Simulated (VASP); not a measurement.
HfBeC2N:

```xyz
10
Lattice="3.2134 0.0000 0.0000 0.0000 4.8226 0.0000 -0.1645 0.0000 6.4291" Properties=species:S:1:pos:R:3 pbc="T T T"
Hf    1.8380    4.8140    1.3524
Hf    1.7557    0.0086    4.5670
Be    0.0876    2.9498    3.0558
Be    0.0054    1.8727    6.2704
C     2.5094    2.3893    1.5891
C     2.4272    2.4332    4.8036
C     1.5988    2.4469    0.6688
C     1.5166    2.3756    3.8834
N     0.1504    4.6803    2.9911
N     0.0682    0.1422    6.2057
```

| Item | Value |
| --- | --- |
| Program | VASP 6.6.1 |
| Task | relaxation of cell and atoms |
| Functional | PBE |
| Potentials or basis | VASP PAW PBE potentials, release 64 (Hf_pv, Be, C, N) |
| Cutoff | 600 eV |
| k mesh | 6 × 4 × 4 |
| Occupations | gaussian, width 0.1 eV |
| Spin | no spin polarisation |

At the start: pressure -2.0 GPa; volume 9.96 Å³/atom.

Problem. How do energy, volume and symmetry change on relaxing?

Solution. Over 8 steps the energy falls by 3.3 meV/atom and the volume is 9.83 Å³/atom (-1.3 %); space group Pc (No. 7, to 0.1 Å) before and after.

The path:
| step | energy change (eV) | largest force (eV/Å) | pressure (GPa) | volume (Å³) |
| --- | --- | --- | --- | --- |
| 1 | 0.0000 | 0.3076 | -1.95 | 99.63 |
| 2 | -0.0224 | 0.1651 | 1.13 | 97.89 |
| 3 | -0.0224 | 0.1653 | 1.11 | 97.90 |
| 4 | -0.0301 | 0.3234 | -0.21 | 98.20 |
| 5 | -0.0302 | 0.2918 | -0.08 | 98.17 |
| 6 | -0.0292 | 0.4483 | 0.43 | 98.29 |
| 7 | -0.0323 | 0.0613 | 0.14 | 98.22 |
| 8 | -0.0330 | 0.0399 | 0.04 | 98.29 |

Final structure:
```
CELL_PARAMETERS angstrom
3.22066 0.00000 -0.00012
0.00000 4.76704 0.00000
-0.16508 0.00000 6.40180
ATOMIC_POSITIONS crystal
Hf 0.58684 0.00257 0.20729
Hf 0.58684 0.99743 0.70729
Be 0.04648 0.61002 0.47768
Be 0.04648 0.38998 0.97768
C 0.79169 0.49496 0.24859
C 0.79169 0.50504 0.74859
C 0.50382 0.50507 0.10316
C 0.50382 0.49493 0.60316
N 0.07254 0.97301 0.46536
N 0.07254 0.02699 0.96536
```
